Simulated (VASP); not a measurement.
Runs of VASP 6.6.1 on Re3I. The structure is that of space group Pm-3m (No. 221), or close to it. The cells are those of the table. 

```csv
task,cell,k mesh,cutoff (eV),gap on the mesh (eV),pressure (GPa),moment (μB)
single point,"a = 4.074 Å, 4 atoms",4 × 4 × 4,520,none,(b),1.72
single point,"a = 4.067 Å, 4 atoms",12 × 12 × 12,520,none,-0.1,0.00
single point,"a = 4.373 Å, 4 atoms",4 × 4 × 4,520,none,-27.6,(a)
relaxation of cell and atoms,"relaxed from a = 4.373 Å, 4 atoms",4 × 4 × 4,600,none,0.1,0.00
```

Alike in all rows: level PBE; potentials or basis VASP PAW PBE potentials, release 64 (Re, I); spin collinear; smearing gaussian 0.1 eV.

Task: Estimate the missing entries.

Result: (a) 2.50; (b) -0.2.

Caveats: some runs use coarse meshes; spin-orbit coupling is left out, which moves the levels of the heavy elements; the cell stands under tension (at least some runs).

A k mesh can miss the band edges, and the runs leave out spin-orbit coupling on I, Re.

A gap of «none» marks levels without a gap at the run's occupations.
